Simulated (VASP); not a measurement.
# AlCu3 (Pmmn) in VASP: single point with r2SCAN

Aim: the single point of AlCu3 with r2SCAN.

Program: VASP 6.6.1. These are calculated values, not measurements. Logs are shortened: lines on timing, memory, paths and dates and some standing lists are left out, and cuts for length are marked.

## Step 1: The cell of the first run

The structure is orthorhombic, space group Pmmn (No. 59). The conventional cell has a = 4.188 Å, b = 5.130 Å, c = 4.485 Å, α = 90.00°, β = 90.00°, γ = 90.00°. Within 3.4 Å of Al (site symmetry mm2) lie 12 Cu at 2.57 to 2.59 Å. Within 3.4 Å of Cu (site symmetry mm2) lie 4 Al at 2.57 Å and 8 Cu at 2.57 to 2.59 Å. Within 3.4 Å of Cu (site symmetry m) lie 8 Cu at 2.56 to 2.59 Å and 4 Al at 2.57 to 2.59 Å.

## Step 2: Single point, r2SCAN

The input, POSCAR:

```
AlCu3
1.0
    4.1881747667      0.0000000000      0.0000000000
    0.0000000000      5.1299665431      0.0000000000
    0.0000000000      0.0000000000      4.4850722890
Al Cu
2 6
Direct
    0.0000000000      0.0000000000      0.6644633989
    0.5000000000      0.5000000000      0.3355366011
    0.0000000000      0.5000000000      0.6671697459
    0.5000000000      0.0000000000      0.3328302541
    0.0000000000      0.2509049982      0.1638238795
    0.0000000000      0.7490950018      0.1638238795
    0.5000000000      0.2490950018      0.8361761205
    0.5000000000      0.7509049982      0.8361761205
```

The input, INCAR.step1:

```
SYSTEM = AlCu3
PREC = Accurate
ENCUT = 520
ISMEAR = 0
SIGMA = 0.15
LREAL = .FALSE.
LASPH = .TRUE.
NELM = 80
NBANDS = 46
GGA = PE
ALGO = Normal
EDIFF = 1E-4
LWAVE = .TRUE.
LCHARG = .FALSE.
KPAR = 4
```

The input, INCAR.step2:

```
SYSTEM = AlCu3
PREC = Accurate
ENCUT = 520
EDIFF = 1E-7
ISMEAR = 0
SIGMA = 0.15
LREAL = .FALSE.
LASPH = .TRUE.
NELM = 80
ALGO = Normal
ISIF = 2
LWAVE = .FALSE.
LCHARG = .TRUE.
METAGGA = R2SCAN
LMIXTAU = .TRUE.
LVHAR = .TRUE.
NBANDS = 46
ISTART = 1
KPAR = 4
```

The input, KPOINTS:

```
regular mesh
0
G
  10 8 10
  0 0 0
```

Potentials or basis: VASP PAW PBE potentials, release 64 (Al, Cu).

Command:

```sh
$ cat potpaw_PBE.64/Al/POTCAR potpaw_PBE.64/Cu/POTCAR > POTCAR
$ cp INCAR.step1 INCAR
$ mpirun -np 4 vasp_std > vasp.out
$ cp INCAR.step2 INCAR
$ mpirun -np 4 vasp_std > vasp.out
```

OUTCAR:

```text
SYSTEM = AlCu3
   PREC = Accurate
   ENCUT = 520
   EDIFF = 1E-7
   ISMEAR = 0
   LREAL = .FALSE.
   LASPH = .TRUE.
   NELM = 80
   ISIF = 2
   METAGGA = R2SCAN
   ISTART = 1

 ion  position               nearest neighbor table
   1  0.000  0.000  0.664-   3 2.57   3 2.57   4 2.57   4 2.57   7 2.57   8 2.57   7 2.57   8 2.57
                             5 2.58   6 2.58   5 2.59   6 2.59
   2  0.500  0.500  0.336-   4 2.57   4 2.57   3 2.57   3 2.57   5 2.57   6 2.57   5 2.57   6 2.57
                             7 2.58   8 2.58   7 2.59   8 2.59
   3  0.000  0.500  0.667-   1 2.57   1 2.57   6 2.57   5 2.57   2 2.57   2 2.57   7 2.57   8 2.57
                             7 2.57   8 2.57   5 2.59   6 2.59
   4  0.500  0.000  0.333-   2 2.57   2 2.57   8 2.57   7 2.57   1 2.57   1 2.57   5 2.57   6 2.57
                             5 2.57   6 2.57   7 2.59   8 2.59
   5  0.000  0.251  0.164-   6 2.56   7 2.56   7 2.56   3 2.57   2 2.57   2 2.57   4 2.57   4 2.57
                             6 2.57   1 2.58   1 2.59   3 2.59
   6  0.000  0.749  0.164-   5 2.56   8 2.56   8 2.56   3 2.57   2 2.57   2 2.57   4 2.57   4 2.57
                             5 2.57   1 2.58   1 2.59   3 2.59
   7  0.500  0.249  0.836-   8 2.56   5 2.56   5 2.56   4 2.57   1 2.57   1 2.57   3 2.57   3 2.57
                             8 2.57   2 2.58   2 2.59   4 2.59
   8  0.500  0.751  0.836-   7 2.56   6 2.56   6 2.56   4 2.57   1 2.57   1 2.57   3 2.57   3 2.57
                             7 2.57   2 2.58   2 2.59   4 2.59

  LATTYP: Found a simple orthorhombic cell.
 ALAT       =     4.1881747667
 B/A-ratio  =     1.0708894778
 C/A-ratio  =     1.2248692638

  Lattice vectors:

 A1 = (  -4.1881747667,   0.0000000000,   0.0000000000)
 A2 = (   0.0000000000,   0.0000000000,   4.4850722890)
 A3 = (   0.0000000000,   5.1299665431,   0.0000000000)

Analysis of symmetry for initial positions (statically):
=====================================================================
 Subroutine PRICEL returns:
 Original cell was already a primitive cell.

 Routine SETGRP: Setting up the symmetry group for a
 simple orthorhombic supercell.

 Subroutine GETGRP returns: Found  8 space group operations
 (whereof  4 operations were pure point group operations)
 out of a pool of  8 trial point group operations.

The static configuration has the point symmetry C_2v.
 The point group associated with its full space group is D_2h.

Analysis of symmetry for dynamics (positions and initial velocities):
=====================================================================
 Subroutine PRICEL returns:
 Original cell was already a primitive cell.

 Routine SETGRP: Setting up the symmetry group for a
 simple orthorhombic supercell.

 Subroutine GETGRP returns: Found  8 space group operations
 (whereof  4 operations were pure point group operations)
 out of a pool of  8 trial point group operations.

The dynamic configuration has the point symmetry C_2v.
 The point group associated with its full space group is D_2h.

 Subroutine INISYM returns: Found  8 space group operations
 (whereof  4 operations are pure point group operations),
 and found     1 'primitive' translations

----------------------------------------------------------------------------------------

                                     Primitive cell

  volume of cell :      96.3627

  direct lattice vectors                    reciprocal lattice vectors
     4.188174767  0.000000000  0.000000000     0.238767496  0.000000000  0.000000000
     0.000000000  5.129966543  0.000000000     0.000000000  0.194933045  0.000000000
     0.000000000  0.000000000  4.485072289     0.000000000  0.000000000  0.222961847

  length of vectors
     4.188174767  5.129966543  4.485072289     0.238767496  0.194933045  0.222961847

  position of ions in fractional coordinates (direct lattice)
     0.000000000  0.000000000  0.664463399
     0.500000000  0.500000000  0.335536601
     0.000000000  0.500000000  0.667169746
     0.500000000  0.000000000  0.332830254
     0.000000000  0.250904998  0.163823880
     0.000000000  0.749095002  0.163823880
     0.500000000  0.249095002  0.836176120
     0.500000000  0.750904998  0.836176120

  ion indices of the primitive-cell ions
   primitive index   ion index
                 1           1
                 2           2
                 3           3
                 4           4
                 5           5
                 6           6
                 7           7
                 8           8

----------------------------------------------------------------------------------------

 KPOINTS: regular mesh

Automatic generation of k-mesh.
 Grid dimensions read from file:
 generate k-points for:   10    8   10

 Generating k-lattice:

  Cartesian coordinates                     Fractional coordinates (reciprocal lattice)
     0.023876750  0.000000000  0.000000000     0.100000000  0.000000000  0.000000000
     0.000000000  0.024366631  0.000000000     0.000000000  0.125000000  0.000000000
     0.000000000  0.000000000  0.022296185     0.000000000  0.000000000  0.100000000

  Length of vectors
     0.023876750  0.024366631  0.022296185

  Shift w.r.t. Gamma in fractional coordinates (k-lattice)
     0.000000000  0.000000000  0.000000000

 Subroutine IBZKPT returns following result:
 ===========================================

 Found    180 irreducible k-points:

 Following reciprocal coordinates:
            Coordinates               Weight
  0.000000  0.000000  0.000000      1.000000
  0.100000  0.000000  0.000000      2.000000
  0.200000  0.000000  0.000000      2.000000
  0.300000  0.000000  0.000000      2.000000
  0.400000  0.000000  0.000000      2.000000
  0.500000  0.000000  0.000000      1.000000
[... 16 lines left out ...]
  0.400000  0.375000  0.000000      4.000000
  0.500000  0.375000  0.000000      2.000000
 [... further k-points ...]
   k-points           NKPTS =    180   k-points in BZ     NKDIM =    180   number of bands    NBANDS=     46
   number of dos      NEDOS =    301   number of ions     NIONS =      8
   total plane-waves  NPLWV =  46080
   dimension x,y,z NGX =    32 NGY =   40 NGZ =   36
   dimension x,y,z NGXF=    64 NGYF=   80 NGZF=   72
   ions per type =               2   6
   NGX,Y,Z   is equivalent  to a cutoff of  12.70, 12.96, 13.34 a.u.
   NGXF,Y,Z  is equivalent  to a cutoff of  25.40, 25.93, 26.69 a.u.
 SYSTEM =  AlCu3
   PREC   = accura    normal or accurate (medium, high low for compatibility)
   ISTART =      1    job   : 0-new  1-cont  2-samecut
   ICHARG =      0    charge: 1-file 2-atom 10-const
   ISPIN  =      1    spin polarized calculation?
   LNONCOLLINEAR =      F non collinear calculations
   LSORBIT =      F    spin-orbit coupling
   LASPH  =      T    aspherical Exc in radial PAW
   ENCUT  =  520.0 eV  38.22 Ry    6.18 a.u.   7.79  9.54  8.34*2*pi/ulx,y,z
   NELM   =     80;   NELMIN=  2; NELMDL=  0     # of ELM steps
   EDIFF  = 0.1E-06   stopping-criterion for ELM
   LREAL  =      F    real-space projection
   EDIFFG = 0.1E-05   stopping-criterion for IOM
   NSW    =      0    number of steps for IOM
   IBRION =     -1    ionic relax: 0-MD 1-quasi-New 2-CG
   NFREE  =      0    steps in history (QN), initial steepest desc. (CG)
   ISIF   =      2    stress and relaxation
   ISYM   =      2    0-nonsym 1-usesym 2-fastsym
   POTIM  = 0.5000    time-step for ionic-motion
   TEBEG  =    0.0;   TEEND  =   0.0 temperature during run
   PSTRESS=    0.0 pullay stress
   NELECT =      72.0000    total number of electrons
   NUPDOWN=      -1.0000    fix difference up-down
   EMIN   =  10.00;   EMAX   =-10.00  energy-range for DOS
   EFERMI =   0.00;   METHOD = LEGACY
   ISMEAR =     0;   SIGMA  =   0.15  broadening in eV -4-tet -1-fermi 0-gaus
   EFERMI_NEDOS =   21; number of points for ismear=-14 and -15
   IALGO  =     38    algorithm
   IMIX   =      4    mixing-type and parameters
     AMIX     =   0.40;   BMIX     =  1.00
     AMIX_MAG =   1.60;   BMIX_MAG =  1.00
  volume/ion in A,a.u.               =      12.05        81.29
  Fermi-wavevector in a.u.,A,eV,Ry     =   1.485534  2.807253 30.025510  2.206813
  Thomas-Fermi vector in A             =   2.598934
   LORBIT       =      0    0 simple, 1 ext, 2 COOP (PROOUT), +10 PAW based schemes
   METAGGA = R2SCAN    functional components
   LHFCALC =     F    Hartree Fock is set to
   AEXX    =    0.0000 exact exchange contribution
   IVDW    =     0    specifies the selected vdW correction
   LEPSILON=     F    determine dielectric tensor
   LRPA    =     F    only Hartree local field effects (RPA)
 non-spin polarized calculation
 Gauss-broadening in eV      SIGMA  =   0.15
  energy-cutoff  :      520.00
  volume of cell :       96.36
 maximum number of plane-waves:      2629
 NGX is ok and might be reduce to    32
   NGX = 15   NGY = 19   NGZ = 17

 number of electron      71.9999991 magnetization

 Free energy of the ion-electron system (eV)
  ---------------------------------------------------
  ext. energy  EPLUGINS =         0.00000000
  ---------------------------------------------------
  free energy    TOTEN  =       -80.06017197 eV

  energy without entropy =      -80.03324635  energy(sigma->0) =      -80.04670916

 E-fermi :   8.5135     XC(G=0): -13.3522

 val. band max:        8.5076853050   @ k =   0.1000   0.0000   0.5000
 cond. band min:       8.5360682305   @ k =   0.1000   0.1250   0.5000
 fundamental gap:      0.0283829255
 Fermi energy:         8.5135002515

 k-point     1 :       0.0000    0.0000    0.0000
  band No.  band energies     occupation
      1      -2.6004      2.00000
      2       1.9347      2.00000
      3       2.4093      2.00000
      4       3.1823      2.00000
      5       3.4662      2.00000
      6       3.5725      2.00000
[... 38 lines left out ...]
     45      14.6425      0.00000
     46      15.1485      0.00000
[... 1086 lines left out ...]
      6       3.5297      2.00000
[... 38 lines left out ...]
     45      16.9095      0.00000
     46      16.9095      0.00000

 [... further k-points ...]

------------------------ aborting loop because EDIFF is reached ----------------------------------------

  FORCE on cell =-STRESS in cart. coord.  units (eV):
  Direction    XX          YY          ZZ          XY          YZ          ZX
  --------------------------------------------------------------------------------------
  -------------------------------------------------------------------------------------
  Total        0.2035842      0.3617630     -0.0327542      0.0000000      0.0000000      0.0000000
  in kB        3.3849002      6.0148653     -0.5445889      0.0000000      0.0000000      0.0000000
  external PRESSURE =       2.9517255 kB  Pullay stress =       0.0000000 kB

 VOLUME and BASIS-vectors are now :
 -----------------------------------------------------------------------------
  energy-cutoff  :      520.00
  volume of cell :       96.36
      direct lattice vectors                 reciprocal lattice vectors
     4.188174767  0.000000000  0.000000000     0.238767496  0.000000000  0.000000000
     0.000000000  5.129966543  0.000000000     0.000000000  0.194933045  0.000000000
     0.000000000  0.000000000  4.485072289     0.000000000  0.000000000  0.222961847

 POSITION                                       TOTAL-FORCE (eV/Angst)
 -----------------------------------------------------------------------------------
      0.00000      0.00000      2.98017         0.000000     -0.000000      0.004135
      2.09409      2.56498      1.50491         0.000000     -0.000000     -0.004135
      0.00000      2.56498      2.99230         0.000000     -0.000000     -0.009969
      2.09409      0.00000      1.49277         0.000000     -0.000000      0.009969
      0.00000      1.28713      0.73476        -0.000000      0.001060      0.010861
      0.00000      3.84283      0.73476         0.000000     -0.001060      0.010861
      2.09409      1.27785      3.75031         0.000000     -0.001060     -0.010861
      2.09409      3.85212      3.75031         0.000000      0.001060     -0.010861
 -----------------------------------------------------------------------------------
    total drift:                                0.000000     -0.000000      0.000000

  FREE ENERGIE OF THE ION-ELECTRON SYSTEM (eV)
  ---------------------------------------------------
  free  energy   TOTEN  =       -80.0601719678 eV

  energy  without entropy=      -80.0332463547  energy(sigma->0) =      -80.04670916
```

Run time: 37 min. Hardware: 4 MPI ranks of Oxide Virtual Turin-like, shared host; peak memory 0.62 GiB.

Results:

```yaml
Free_energy: -80.0602 eV
Pressure: 0.3 GPa
Largest_force: 0.011 eV/Å
Band_gap_on_the_k_mesh: zero (bands 36 and 37 overlap by 4.29 eV)
```

Forces on the atoms (eV/Å):
```
Al   0.000  0.000  0.004
Al   0.000  0.000 -0.004
Cu   0.000  0.000 -0.010
Cu   0.000  0.000  0.010
Cu   0.000  0.001  0.011
Cu   0.000 -0.001  0.011
Cu   0.000 -0.001 -0.011
Cu   0.000  0.001 -0.011
```

Caveat: the PAW data sets were made with another functional, which shifts forces and pressure a little.

The gap in the log of VASP goes by the Fermi energy; the results here count the filled bands.